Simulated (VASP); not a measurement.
# MgO (P6_3/mmc) in VASP: a series of runs, part 3 of 3

VASP 6.6.1. Earlier steps stand in the parts before.

## 6. Single point, PBE

This run uses another cell than the first one, of 10.59 Å³/atom, 1.010 times its volume.

The input, INCAR:

```
SYSTEM = MgO
ALGO = Normal
EDIFF = 1E-6
ENCUT = 520
GGA = PE
ISIF = 2
ISMEAR = 0
LASPH = .TRUE.
LCHARG = .FALSE.
LREAL = .FALSE.
LWAVE = .FALSE.
NBANDS = 16
NELM = 100
PREC = Accurate
SIGMA = 0.05
```

The input, KPOINTS:

```
k-points
0
G
  9 9 6
  0 0 0
```

The input, POSCAR:

```
MgO
1.0
    3.3805000000      0.0000000000      0.0000000000
   -1.6902500000      2.9275988775      0.0000000000
    0.0000000000      0.0000000000      4.2818000000
Mg O
2 2
Direct
    0.6666666667      0.3333333333      0.7500000000
    0.3333333333      0.6666666667      0.2500000000
    0.6666666667      0.3333333333      0.2500000000
    0.3333333333      0.6666666667      0.7500000000
```

Potentials or basis: VASP PAW PBE potentials, release 64 (Mg, O).

On the command line:

```bash
cat potpaw_PBE.64/Mg/POTCAR potpaw_PBE.64/O/POTCAR > POTCAR
mpirun -np 1 vasp_std > vasp.out
```

OUTCAR:

```text
SYSTEM = MgO
   EDIFF = 1E-6
   ENCUT = 520
   GGA = PE
   ISIF = 2
   ISMEAR = 0
   LASPH = .TRUE.
   LREAL = .FALSE.
   NELM = 100
   PREC = Accurate

 ion  position               nearest neighbor table
   1  0.667  0.333  0.750-   4 1.95   4 1.95   4 1.95   3 2.14   3 2.14   2 2.90   2 2.90   2 2.90
                             2 2.90   2 2.90   2 2.90
   2  0.333  0.667  0.250-   3 1.95   3 1.95   3 1.95   4 2.14   4 2.14   1 2.90   1 2.90   1 2.90
                             1 2.90   1 2.90   1 2.90
   3  0.667  0.333  0.250-   2 1.95   2 1.95   2 1.95   1 2.14   1 2.14
   4  0.333  0.667  0.750-   1 1.95   1 1.95   1 1.95   2 2.14   2 2.14

  LATTYP: Found a hexagonal cell.
 ALAT       =     3.3805000000
 C/A-ratio  =     1.2666173643

  Lattice vectors:

 A1 = (   3.3805000000,   0.0000000000,   0.0000000000)
 A2 = (  -1.6902500000,   2.9275988775,   0.0000000000)
 A3 = (   0.0000000000,   0.0000000000,   4.2818000000)

Analysis of symmetry for initial positions (statically):
=====================================================================
 Subroutine PRICEL returns:
 Original cell was already a primitive cell.

 Routine SETGRP: Setting up the symmetry group for a
 hexagonal supercell.

 Subroutine GETGRP returns: Found 24 space group operations
 (whereof 12 operations were pure point group operations)
 out of a pool of 24 trial point group operations.

The static configuration has the point symmetry D_3d.
 The point group associated with its full space group is D_6h.

Analysis of symmetry for dynamics (positions and initial velocities):
=====================================================================
 Subroutine PRICEL returns:
 Original cell was already a primitive cell.

 Routine SETGRP: Setting up the symmetry group for a
 hexagonal supercell.

 Subroutine GETGRP returns: Found 24 space group operations
 (whereof 12 operations were pure point group operations)
 out of a pool of 24 trial point group operations.

[... 121 lines left out ...]
   EFERMI_NEDOS =   21; number of points for ismear=-14 and -15
   IALGO  =     38    algorithm
   IMIX   =      4    mixing-type and parameters
     AMIX     =   0.40;   BMIX     =  1.00
     AMIX_MAG =   1.60;   BMIX_MAG =  1.00
  volume/ion in A,a.u.               =      10.59        71.49
  Fermi-wavevector in a.u.,A,eV,Ry     =   1.183246  2.236011 19.049137  1.400072
  Thomas-Fermi vector in A             =   2.319485
   LORBIT       =      0    0 simple, 1 ext, 2 COOP (PROOUT), +10 PAW based schemes
   GGA     = PE    functional components
   LHFCALC =     F    Hartree Fock is set to
   AEXX    =    0.0000 exact exchange contribution
   IVDW    =     0    specifies the selected vdW correction
   LEPSILON=     F    determine dielectric tensor
   LRPA    =     F    only Hartree local field effects (RPA)
 non-spin polarized calculation
 Gauss-broadening in eV      SIGMA  =   0.05
  energy-cutoff  :      520.00
  volume of cell :       42.38
 maximum number of plane-waves:      1158
 NGX is ok and might be reduce to    28
   NGX = 13   NGY = 13   NGZ = 15

 number of electron      15.9999997 magnetization

 Free energy of the ion-electron system (eV)
  ---------------------------------------------------
  ext. energy  EPLUGINS =         0.00000000
  ---------------------------------------------------
  free energy    TOTEN  =       -23.54187723 eV

  energy without entropy =      -23.54187723  energy(sigma->0) =      -23.54187723

 E-fermi :   2.5365     XC(G=0): -10.2522

 val. band max:        2.3345809775   @ k =   0.0000   0.0000   0.0000
 cond. band min:       5.9130506247   @ k =   0.0000   0.0000   0.0000
 fundamental gap:      3.5784696472
 Fermi energy:         2.5364777303

 k-point     1 :       0.0000    0.0000    0.0000
  band No.  band energies     occupation
      1     -14.8257      2.00000
      2     -13.4297      2.00000
      3      -1.6170      2.00000
      4       0.5492      2.00000
      5       0.5492      2.00000
      6       1.3561      2.00000
[... 433 lines left out ...]
      3      -1.3372      2.00000
      4      -0.6222      2.00000
      5      -0.6222      2.00000
      6       0.8794      2.00000
[... 8 lines left out ...]
     15      16.2404      0.00000
     16      19.4832      0.00000

 [... further k-points ...]
[... 5 lines left out ...]
  --------------------------------------------------------------------------------------
  -------------------------------------------------------------------------------------
  Total        3.6221185      3.6221185      0.8737729      0.0000000     -0.0000000      0.0000000
  in kB      136.9475759    136.9475759     33.0362142      0.0000000     -0.0000000      0.0000000
  external PRESSURE =     102.3104553 kB  Pullay stress =       0.0000000 kB

 VOLUME and BASIS-vectors are now :
 -----------------------------------------------------------------------------
  energy-cutoff  :      520.00
  volume of cell :       42.38
      direct lattice vectors                 reciprocal lattice vectors
     3.380500000  0.000000000  0.000000000     0.295814229  0.170788425  0.000000000
    -1.690250000  2.927598877  0.000000000     0.000000000  0.341576849  0.000000000
     0.000000000  0.000000000  4.281800000     0.000000000  0.000000000  0.233546639

 POSITION                                       TOTAL-FORCE (eV/Angst)
 -----------------------------------------------------------------------------------
      1.69025      0.97587      3.21135         0.000000      0.000000      0.000000
     -0.00000      1.95173      1.07045        -0.000000      0.000000      0.000000
      1.69025      0.97587      1.07045         0.000000     -0.000000      0.000000
     -0.00000      1.95173      3.21135         0.000000      0.000000      0.000000
 -----------------------------------------------------------------------------------
    total drift:                               -0.000000      0.000000     -0.000000

  FREE ENERGIE OF THE ION-ELECTRON SYSTEM (eV)
  ---------------------------------------------------
  free  energy   TOTEN  =       -23.5418772278 eV

  energy  without entropy=      -23.5418772278  energy(sigma->0) =      -23.54187723
```

OSZICAR:

```text
N       E                     dE             d eps       ncg     rms          rms(c)
DAV:   1     0.603068585230E+02    0.60307E+02   -0.76507E+03  1544   0.892E+02
DAV:   2    -0.239396112460E+02   -0.84246E+02   -0.77183E+02  2192   0.199E+02
DAV:   3    -0.275787278151E+02   -0.36391E+01   -0.36293E+01  1648   0.422E+01
DAV:   4    -0.275927410812E+02   -0.14013E-01   -0.14013E-01  1856   0.304E+00
DAV:   5    -0.275928094474E+02   -0.68366E-04   -0.68366E-04  1672   0.202E-01    0.114E+01
DAV:   6    -0.235926759568E+02    0.40001E+01   -0.10280E+01  1576   0.251E+01    0.346E+00
DAV:   7    -0.235552174061E+02    0.37459E-01   -0.14482E-01  1568   0.304E+00    0.212E+00
DAV:   8    -0.235435065453E+02    0.11711E-01   -0.82052E-02  1608   0.313E+00    0.486E-01
DAV:   9    -0.235411166979E+02    0.23898E-02   -0.45816E-03  1864   0.621E-01    0.120E-01
DAV:  10    -0.235418602600E+02   -0.74356E-03   -0.89708E-04  1536   0.198E-01    0.293E-02
DAV:  11    -0.235418778620E+02   -0.17602E-04   -0.18952E-05  1696   0.326E-02    0.153E-02
DAV:  12    -0.235418772278E+02    0.63418E-06   -0.63507E-06  1536   0.200E-02
   1 F= -.23541877E+02 E0= -.23541877E+02  d E =-.481529E-11
```

stdout:

```text
POSCAR found type information on POSCAR MgO
 POSCAR found :  2 types and       4 ions
 scaLAPACK will be used
 LDA part: xc-table for (Slater+PW92), standard interpolation
 POSCAR, INCAR and KPOINTS ok, starting setup
 FFT: planning ... GRIDC
 FFT: planning ... GRID_SOFT
 FFT: planning ... GRID
 WAVECAR not read
 entering main loop
```

It took 12 s on 1 thread of Intel Xeon 6975P-C (Granite Rapids), shared host; peak memory 0.17 GiB.

Results:

| Property | Result |
| --- | --- |
| Free energy | -23.5419 eV |
| Pressure | 10.2 GPa |
| Band gap on the k mesh | 3.58 eV, direct |

Levels at points of the mesh, in eV from the valence-band top:
| k point | band 6 | band 7 | band 8 | band 9 | band 10 | band 11 |
| --- | --- | --- | --- | --- | --- | --- |
| (0.00, 0.00, 0.00) | -0.98 | -0.98 | 0.00 | 3.58 | 9.58 | 12.01 |
| (0.00, 0.00, 0.50) | -1.40 | -1.40 | -1.40 | 6.58 | 6.58 | 13.51 |

Expect the measured gap to be larger: semilocal functionals such as PBE lack the derivative discontinuity.

## 7. Overview

| cell | gap on the mesh (eV) | pressure (GPa) |
| --- | --- | --- |
| a = 3.381, b = 3.381, c = 4.239 Å, angles 90.0, 90.0, 120.0°, 4 atoms | 3.64 | 11.7 |
| a = 3.486, b = 3.486, c = 4.027 Å, angles 90.0, 90.0, 120.0°, 4 atoms | 3.66 | 10.5 |
| a = 3.416, b = 3.416, c = 4.197 Å, angles 90.0, 90.0, 120.0°, 4 atoms | 3.60 | 9.6 |
| a = 3.345, b = 3.345, c = 4.367 Å, angles 90.0, 90.0, 120.0°, 4 atoms | 3.56 | 11.5 |
| a = 3.381, b = 3.381, c = 4.282 Å, angles 90.0, 90.0, 120.0°, 4 atoms | 3.58 | 10.2 |

Alike in all rows: task single point; level PBE; potentials or basis VASP PAW PBE potentials, release 64 (Mg, O); no spin polarisation; k mesh 9 × 9 × 6; cutoff (eV) 520; smearing gaussian 0.05 eV.

Absolute energies hang on the potentials; compare differences alone.
